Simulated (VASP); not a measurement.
Crystal: Ba.

```xyz
1
Lattice="3.6369 0.0000 0.0000 0.0000 3.6369 0.0000 0.0000 0.0000 3.6369" Properties=species:S:1:pos:R:3 pbc="T T T"
Ba    0.0000    0.0000    0.0000
```

This cell differs from its parent crystal: volume scaled by 0.8.

Base run:

* Program: VASP 6.6.1
* Functional: PBEsol
* Potentials or basis: VASP PAW PBE potentials, release 64 (Ba_sv)
* Cutoff: 520 eV
* k mesh: 7 × 7 × 7
* Occupations: gaussian, width 0.02 eV
* Spin: no spin polarisation

Its results: band gap on the k mesh zero (band 5 reaches 2.48 eV, above the bottom of band 6 at 2.26 eV); pressure 1.3 GPa.

**Question.** The run is repeated on the same cell with these changes: functional from PBEsol to PBE; occupations from gaussian, width 0.02 eV to gaussian, width 0.05 eV. What comes out?

**Answer.** Band gap on the k mesh zero (band 5 reaches 2.61 eV, above the bottom of band 6 at 2.43 eV); pressure 2.7 GPa.

Caveats: spin-orbit coupling is left out, which moves the levels of the heavy elements; the PAW data sets were made with another functional, which shifts forces and pressure a little (some runs).
